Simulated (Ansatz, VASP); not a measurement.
# Two plane-wave programs on HfO2

```xyz
12
Lattice="5.1180 0.0000 0.0000 0.0000 5.1857 0.0000 -0.8587 0.0000 5.2139" Properties=species:S:1:pos:R:3 pbc="T T T"
Hf    1.2374    0.2172    1.0852
Hf    3.4512    2.8100    1.5218
Hf    3.0219    4.9685    4.1287
Hf    0.8383    2.3166    3.7669
O     1.8731    3.9327    2.5041
O     2.8156    1.3399    0.1029
O     2.3863    1.2530    2.7098
O     1.4437    3.8458    5.1110
O     0.0807    1.7593    1.7672
O     4.6079    4.3521    0.8397
O     4.1786    3.4264    3.4466
O    -0.3486    0.8336    4.3742
```

Alike in both runs: task electric field gradients; functional PBE; k mesh 4 × 4 × 4; occupations fermi-dirac, width 0.02 eV; no spin polarisation.

|  | VASP | Ansatz |
| --- | --- | --- |
| version | VASP 6.6.1 | Ansatz 0.2.0 |
| potentials or method | VASP PAW PBE potentials, release 64 (Hf_pv, O) | plane-wave PAW, scalar-relativistic |
| plane-wave cutoff (eV) | 520 | 420 |
| valence electrons in the cell | 88 | 152 |

VASP gave:

```
gap on the k mesh at the Fermi level (eV)                     : 3.94
pressure (GPa)                                                : 1.8
traceless stress, the component that is largest in VASP (GPa) : 1.18
rms of the force components (eV/Å)                            : 0.433
size of Vzz on the site where it differs most (V/Å²)          : 131.4
```

**Question.** What did Ansatz give for the same quantities?

**Answer.** gap on the k mesh at the Fermi level (eV): 3.98; pressure (GPa): 5.0; traceless stress, the component that is largest in VASP (GPa): 1.18; rms of the force components (eV/Å): 0.430; size of Vzz on the site where it differs most (V/Å²): 157.2.

Atom by atom the forces differ by 0.034 eV/Å (rms over components). With one functional, cell and mesh, what is left measures potentials, basis and numerics. VASP's potentials hold 88 valence electrons a cell and Ansatz's 152, so a difference there can come from the potentials and not from the codes.

Neither program's run includes spin-orbit coupling.
